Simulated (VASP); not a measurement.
# Ga (Cmce) in VASP: further runs

Ga is run at these levels: LDA; tasks: single point.

All numbers are computed with VASP 6.6.1; they aren't measurements. Logs are shortened: lines on timing, memory, paths and dates and some standing lists are left out, and cuts for length are marked.

### Step 1. The cell of the first run

Symmetry: Cmce, No. 64, orthorhombic system. Conventional cell: a = 4.457 Å, b = 7.474 Å, c = 4.414 Å, α = 90.00°, β = 90.00°, γ = 90.00°. Within 3.2 Å of Ga (site symmetry m) lie 7 Ga at 2.45 to 2.74 Å.

### Step 2. Single point, LDA

INCAR reads:

```
SYSTEM = Ga
PREC = Accurate
ENCUT = 520
EDIFF = 1E-7
ISMEAR = 0
SIGMA = 0.1
LREAL = .FALSE.
LASPH = .TRUE.
NELM = 80
ALGO = Fast
ISIF = 2
LWAVE = .FALSE.
LCHARG = .FALSE.
NBANDS = 34
```

KPOINTS reads:

```
Automatic mesh
0
G
  10 10 8
  0 0 0
```

POSCAR reads:

```
Ga
1.0
    2.2287472879     -3.7371501447      0.0000000000
    2.2287472879      3.7371501447      0.0000000000
    0.0000000000      0.0000000000      4.4138605438
Ga
4
Direct
    0.6560762336      0.3439237664      0.4145229452
    0.8439237664      0.1560762336      0.9145229452
    0.3439237664      0.6560762336      0.5854770548
    0.1560762336      0.8439237664      0.0854770548
```

Potentials or basis: VASP PAW LDA potentials, release 64 (Ga_d).

Launch:

```console
cat potpaw_LDA.64/Ga_d/POTCAR > POTCAR
mpirun -np 1 vasp_std > vasp.out
```

OUTCAR:

```text
SYSTEM = Ga
   PREC = Accurate
   ENCUT = 520
   EDIFF = 1E-7
   ISMEAR = 0
   LREAL = .FALSE.
   LASPH = .TRUE.
   NELM = 80
   ISIF = 2

 ion  position               nearest neighbor table
   1  0.656  0.344  0.415-   3 2.45   2 2.62   2 2.62   4 2.66   4 2.66   3 2.74   3 2.74
   2  0.844  0.156  0.915-   4 2.45   1 2.62   1 2.62   3 2.66   3 2.66   4 2.74   4 2.74
   3  0.344  0.656  0.585-   1 2.45   4 2.62   4 2.62   2 2.66   2 2.66   1 2.74   1 2.74
   4  0.156  0.844  0.085-   2 2.45   3 2.62   3 2.62   1 2.66   1 2.66   2 2.74   2 2.74

  LATTYP: Found a base centered orthorhombic cell.
 ALAT       =     4.4574945758
 B/A-ratio  =     1.6767940291
 C/A-ratio  =     0.9902110858

  Lattice vectors:

 A1 = (   2.2287472879,  -3.7371501447,   0.0000000000)
 A2 = (   2.2287472879,   3.7371501447,   0.0000000000)
 A3 = (   0.0000000000,   0.0000000000,   4.4138605438)

Analysis of symmetry for initial positions (statically):
=====================================================================
 Subroutine PRICEL returns:
 Original cell was already a primitive cell.

 Routine SETGRP: Setting up the symmetry group for a
 base centered orthorhombic supercell.

 Subroutine GETGRP returns: Found  8 space group operations
 (whereof  4 operations were pure point group operations)
 out of a pool of  8 trial point group operations.

The static configuration has the point symmetry C_2h.
 The point group associated with its full space group is D_2h.

Analysis of symmetry for dynamics (positions and initial velocities):
=====================================================================
 Subroutine PRICEL returns:
 Original cell was already a primitive cell.

 Routine SETGRP: Setting up the symmetry group for a
 base centered orthorhombic supercell.

 Subroutine GETGRP returns: Found  8 space group operations
 (whereof  4 operations were pure point group operations)
 out of a pool of  8 trial point group operations.

The dynamic configuration has the point symmetry C_2h.
 The point group associated with its full space group is D_2h.

 Subroutine INISYM returns: Found  8 space group operations
 (whereof  4 operations are pure point group operations),
 and found     1 'primitive' translations

----------------------------------------------------------------------------------------

                                     Primitive cell

  volume of cell :      73.5275

  direct lattice vectors                    reciprocal lattice vectors
     2.228747288 -3.737150145  0.000000000     0.224341271 -0.133791788  0.000000000
     2.228747288  3.737150145  0.000000000     0.224341271  0.133791788  0.000000000
     0.000000000  0.000000000  4.413860544     0.000000000  0.000000000  0.226559038

  length of vectors
     4.351276327  4.351276327  4.413860544     0.261207290  0.261207290  0.226559038

  position of ions in fractional coordinates (direct lattice)
     0.656076234  0.343923766  0.414522945
     0.843923766  0.156076234  0.914522945
     0.343923766  0.656076234  0.585477055
     0.156076234  0.843923766  0.085477055

  ion indices of the primitive-cell ions
   primitive index   ion index
                 1           1
                 2           2
                 3           3
                 4           4

----------------------------------------------------------------------------------------

 KPOINTS: Automatic mesh

Automatic generation of k-mesh.
 Grid dimensions read from file:
 generate k-points for:   10   10    8

 Generating k-lattice:

  Cartesian coordinates                     Fractional coordinates (reciprocal lattice)
     0.022434127 -0.013379179  0.000000000     0.100000000  0.000000000  0.000000000
     0.022434127  0.013379179  0.000000000     0.000000000  0.100000000  0.000000000
     0.000000000  0.000000000  0.028319880     0.000000000  0.000000000  0.125000000

  Length of vectors
     0.026120729  0.026120729  0.028319880

  Shift w.r.t. Gamma in fractional coordinates (k-lattice)
     0.000000000  0.000000000  0.000000000

 Subroutine IBZKPT returns following result:
 ===========================================

 Found    155 irreducible k-points:

 Following reciprocal coordinates:
            Coordinates               Weight
  0.000000  0.000000  0.000000      1.000000
  0.100000  0.000000  0.000000      4.000000
  0.200000  0.000000  0.000000      4.000000
  0.300000  0.000000  0.000000      4.000000
  0.400000  0.000000  0.000000      4.000000
  0.500000  0.000000  0.000000      2.000000
[... 16 lines left out ...]
  0.300000  0.300000  0.000000      2.000000
  0.400000  0.300000  0.000000      4.000000
 [... further k-points ...]
   k-points           NKPTS =    155   k-points in BZ     NKDIM =    155   number of bands    NBANDS=     34
   number of dos      NEDOS =    301   number of ions     NIONS =      4
   total plane-waves  NPLWV =  36864
   dimension x,y,z NGX =    32 NGY =   32 NGZ =   36
   dimension x,y,z NGXF=    64 NGYF=   64 NGZF=   72
   ions per type =               4
   NGX,Y,Z   is equivalent  to a cutoff of  12.23, 12.23, 13.56 a.u.
   NGXF,Y,Z  is equivalent  to a cutoff of  24.45, 24.45, 27.12 a.u.
 SYSTEM =  Ga
   PREC   = accura    normal or accurate (medium, high low for compatibility)
   ISTART =      0    job   : 0-new  1-cont  2-samecut
   ICHARG =      2    charge: 1-file 2-atom 10-const
   ISPIN  =      1    spin polarized calculation?
   LNONCOLLINEAR =      F non collinear calculations
   LSORBIT =      F    spin-orbit coupling
   LASPH  =      T    aspherical Exc in radial PAW
   ENCUT  =  520.0 eV  38.22 Ry    6.18 a.u.   8.09  8.09  8.21*2*pi/ulx,y,z
   NELM   =     80;   NELMIN=  2; NELMDL= -5     # of ELM steps
   EDIFF  = 0.1E-06   stopping-criterion for ELM
   LREAL  =      F    real-space projection
   EDIFFG = 0.1E-05   stopping-criterion for IOM
   NSW    =      0    number of steps for IOM
   IBRION =     -1    ionic relax: 0-MD 1-quasi-New 2-CG
   NFREE  =      0    steps in history (QN), initial steepest desc. (CG)
   ISIF   =      2    stress and relaxation
   ISYM   =      2    0-nonsym 1-usesym 2-fastsym
   POTIM  = 0.5000    time-step for ionic-motion
   TEBEG  =    0.0;   TEEND  =   0.0 temperature during run
   PSTRESS=    0.0 pullay stress
   NELECT =      52.0000    total number of electrons
   NUPDOWN=      -1.0000    fix difference up-down
   EMIN   =  10.00;   EMAX   =-10.00  energy-range for DOS
   EFERMI =   0.00;   METHOD = LEGACY
   ISMEAR =     0;   SIGMA  =   0.10  broadening in eV -4-tet -1-fermi 0-gaus
   EFERMI_NEDOS =   21; number of points for ismear=-14 and -15
   IALGO  =     68    algorithm
   IMIX   =      4    mixing-type and parameters
     AMIX     =   0.40;   BMIX     =  1.00
     AMIX_MAG =   1.60;   BMIX_MAG =  1.00
  volume/ion in A,a.u.               =      18.38       124.05
  Fermi-wavevector in a.u.,A,eV,Ry     =   1.458566  2.756289 28.945218  2.127413
  Thomas-Fermi vector in A             =   2.575235
   LORBIT       =      0    0 simple, 1 ext, 2 COOP (PROOUT), +10 PAW based schemes
   GGA     = CA    functional components
   LHFCALC =     F    Hartree Fock is set to
   AEXX    =    0.0000 exact exchange contribution
   IVDW    =     0    specifies the selected vdW correction
   LEPSILON=     F    determine dielectric tensor
   LRPA    =     F    only Hartree local field effects (RPA)
 non-spin polarized calculation
 RMM-DIIS sequential band-by-band and
 Gauss-broadening in eV      SIGMA  =   0.10
  energy-cutoff  :      520.00
  volume of cell :       73.53
 maximum number of plane-waves:      2016
   NGX = 17   NGY = 17   NGZ = 17

 number of electron      52.0000022 magnetization

 Free energy of the ion-electron system (eV)
  ---------------------------------------------------
  ext. energy  EPLUGINS =         0.00000000
  ---------------------------------------------------
  free energy    TOTEN  =       -14.42349712 eV

  energy without entropy =      -14.41851461  energy(sigma->0) =      -14.42100586

 E-fermi :   5.2555     XC(G=0): -11.2940

 val. band max:        5.2552267971   @ k =   0.0000   0.0000   0.5000
 cond. band min:       5.2557389560   @ k =   0.0000   0.0000   0.5000
 fundamental gap:      0.0005121589
 Fermi energy:         5.2555150272

 k-point     1 :       0.0000    0.0000    0.0000
  band No.  band energies     occupation
      1      -9.9887      2.00000
      2      -9.9844      2.00000
      3      -9.9524      2.00000
      4      -9.9313      2.00000
      5      -9.8967      2.00000
      6      -9.8774      2.00000
[... 26 lines left out ...]
     33      12.5604      0.00000
     34      13.2071      0.00000

 k-point     2 :       0.1000    0.0000    0.0000
  band No.  band energies     occupation
      1      -9.9916      2.00000
      2      -9.9794      2.00000
      3      -9.9552      2.00000
      4      -9.9357      2.00000
      5      -9.8885      2.00000
      6      -9.8748      2.00000
[... 26 lines left out ...]
     33      12.5645      0.00000
     34      13.4127      0.00000

 k-point     3 :       0.2000    0.0000    0.0000
  band No.  band energies     occupation
      1      -9.9947      2.00000
      2      -9.9661      2.00000
      3      -9.9641      2.00000
      4      -9.9448      2.00000
      5      -9.8820      2.00000
      6      -9.8554      2.00000
[... 26 lines left out ...]
     33      11.8894      0.00000
     34      12.8805      0.00000

 k-point     4 :       0.3000    0.0000    0.0000
  band No.  band energies     occupation
      1      -9.9937      2.00000
      2      -9.9705      2.00000
      3      -9.9616      2.00000
      4      -9.9401      2.00000
      5      -9.8867      2.00000
      6      -9.8743      2.00000
[... 26 lines left out ...]
     33      11.5252      0.00000
     34      12.9112      0.00000

 k-point     5 :       0.4000    0.0000    0.0000
  band No.  band energies     occupation
      1      -9.9923      2.00000
      2      -9.9730      2.00000
      3      -9.9605      2.00000
      4      -9.9256      2.00000
      5      -9.9026      2.00000
      6      -9.8947      2.00000
[... 621 lines left out ...]
 k-point    22 :      -0.2000    0.2000    0.0000
  band No.  band energies     occupation
      1     -10.0028      2.00000
      2      -9.9860      2.00000
      3      -9.9472      2.00000
      4      -9.9302      2.00000
      5      -9.9022      2.00000
      6      -9.8914      2.00000
[... 26 lines left out ...]
     33      10.9800      0.00000
     34      11.5558      0.00000

 k-point    23 :       0.3000    0.3000    0.0000
  band No.  band energies     occupation
      1     -10.0398      2.00000
      2      -9.9907      2.00000
      3      -9.9666      2.00000
      4      -9.9201      2.00000
      5      -9.9129      2.00000
      6      -9.8245      2.00000
[... 26 lines left out ...]
     33      14.8880      0.00000
     34      14.9267      0.00000

 k-point    24 :       0.4000    0.3000    0.0000
  band No.  band energies     occupation
      1     -10.0442      2.00000
      2     -10.0027      2.00000
      3      -9.9676      2.00000
      4      -9.9071      2.00000
      5      -9.8922      2.00000
      6      -9.8638      2.00000
[... 26 lines left out ...]
     33      14.7742      0.00000
     34      15.2658      0.00000

 [... further k-points ...]
[... 5 lines left out ...]
  --------------------------------------------------------------------------------------
  -------------------------------------------------------------------------------------
  Total        0.0883343      0.1332799      0.1193586      0.0000000      0.0000000      0.0000000
  in kB        1.9248195      2.9041911      2.6008447      0.0000000      0.0000000      0.0000000
  external PRESSURE =       2.4766184 kB  Pullay stress =       0.0000000 kB

 VOLUME and BASIS-vectors are now :
 -----------------------------------------------------------------------------
  energy-cutoff  :      520.00
  volume of cell :       73.53
      direct lattice vectors                 reciprocal lattice vectors
     2.228747288 -3.737150145  0.000000000     0.224341271 -0.133791788  0.000000000
     2.228747288  3.737150145  0.000000000     0.224341271  0.133791788  0.000000000
     0.000000000  0.000000000  4.413860544     0.000000000  0.000000000  0.226559038

 POSITION                                       TOTAL-FORCE (eV/Angst)
 -----------------------------------------------------------------------------------
      2.22875     -1.16656      1.82965         0.000000      0.001335     -0.001064
      2.22875     -2.57059      4.03658         0.000000     -0.001335     -0.001064
      2.22875      1.16656      2.58421         0.000000     -0.001335      0.001064
      2.22875      2.57059      0.37728         0.000000      0.001335      0.001064
 -----------------------------------------------------------------------------------
    total drift:                               -0.000000     -0.000000     -0.000000

  FREE ENERGIE OF THE ION-ELECTRON SYSTEM (eV)
  ---------------------------------------------------
  free  energy   TOTEN  =       -14.4234971171 eV

  energy  without entropy=      -14.4185146051  energy(sigma->0) =      -14.42100586
```

Wall time 13 min (1 thread of AMD EPYC 7R13, shared host); peak memory 0.33 GiB.

Results:

| Property | Result |
| --- | --- |
| Free energy | -14.4235 eV |
| Pressure | 0.2 GPa |
| Band gap on the k mesh | zero (band 26 reaches 5.78 eV, above the bottom of band 27 at 4.26 eV) |

### Step 3. Single point, LDA

INCAR reads:

```
PREC = Accurate ; ENCUT = 520
EDIFF = 1E-6 ; ISMEAR = -1
SIGMA = 0.15 ; LREAL = F
LASPH = T ; NELM = 60
ALGO = Fast ; ISIF = 2
LWAVE = F ; LCHARG = F
NBANDS = 34
```

KPOINTS reads:

```
regular mesh
0
Gamma
  10 10 8
```

POSCAR reads:

```
Ga
1.0
    2.2302915961     -3.7341006549      0.0000000000
    2.2302915961      3.7341006549      0.0000000000
    0.0000000000      0.0000000000      4.4188069704
Ga
4
Direct
    0.6561671181      0.3438328819      0.4136626059
    0.8438328819      0.1561671181      0.9136626059
    0.3438328819      0.6561671181      0.5863373941
    0.1561671181      0.8438328819      0.0863373941
```

Potentials or basis: VASP PAW LDA potentials, release 64 (Ga_d).

Launch:

```console
cat potpaw_LDA.64/Ga_d/POTCAR > POTCAR
mpirun -np 1 vasp_std > vasp.out
```

It took 13 min on 1 thread of AMD EPYC 7R13, shared host; peak memory 0.33 GiB.

Results (log left out):

| Property | Result |
| --- | --- |
| Free energy | -14.4572 eV |
| Pressure | 0.2 GPa |
| Band gap on the k mesh | zero (band 26 reaches 5.77 eV, above the bottom of band 27 at 4.24 eV) |

Levels at points of the mesh, in eV from the Fermi level:
```tsv
k point	band 23	band 24	band 25	band 26	band 27	band 28	band 29	band 30
(0.00, 0.00, 0.00)	-3.78	-1.86	-1.77	-0.66	0.90	1.04	1.21	5.35
(0.50, 0.00, 0.00)	-3.43	-3.43	-1.40	-1.40	0.89	0.89	4.43	4.43
(0.50, 0.50, 0.00)	-4.21	-3.52	-1.58	-1.51	1.17	1.33	3.52	4.01
(0.00, 0.00, 0.50)	-0.05	-0.05	-0.05	-0.05	0.14	0.14	2.26	2.26
(0.50, 0.00, 0.50)	-6.47	-6.47	-1.54	-1.54	0.65	0.65	7.46	7.46
(0.50, 0.50, 0.50)	-5.46	-5.46	-1.38	-1.38	-1.05	-1.05	7.16	7.16
```
